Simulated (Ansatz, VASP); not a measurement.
ZnS in VASP and in Ansatz

```
CELL_PARAMETERS angstrom
3.80545 0.00000 0.00000
-1.90273 3.29562 0.00000
0.00000 0.00000 6.24399
ATOMIC_POSITIONS crystal
Zn 0.33333 0.66667 0.00034
Zn 0.66667 0.33333 0.50034
S 0.33333 0.66667 0.37466
S 0.66667 0.33333 0.87466
```

Alike in both runs: task single point; functional PBE; k mesh 6 × 6 × 4; no spin polarisation.

|  | VASP | Ansatz |
| --- | --- | --- |
| version | VASP 6.6.1 | Ansatz 0.2.0 |
| potentials or method | VASP PAW PBE potentials, release 64 (Zn, S) | plane waves, PAW |
| plane-wave cutoff (eV) | 520 | 420 |
| occupations | gaussian, width 0.01 eV | fixed |
| valence electrons in the cell | 36 | 36 |

VASP gave:

- gap on the k mesh at the Fermi level (eV): 2.22

Question: What did Ansatz give for the same quantities?

Answer: gap on the k mesh at the Fermi level (eV): 2.21.
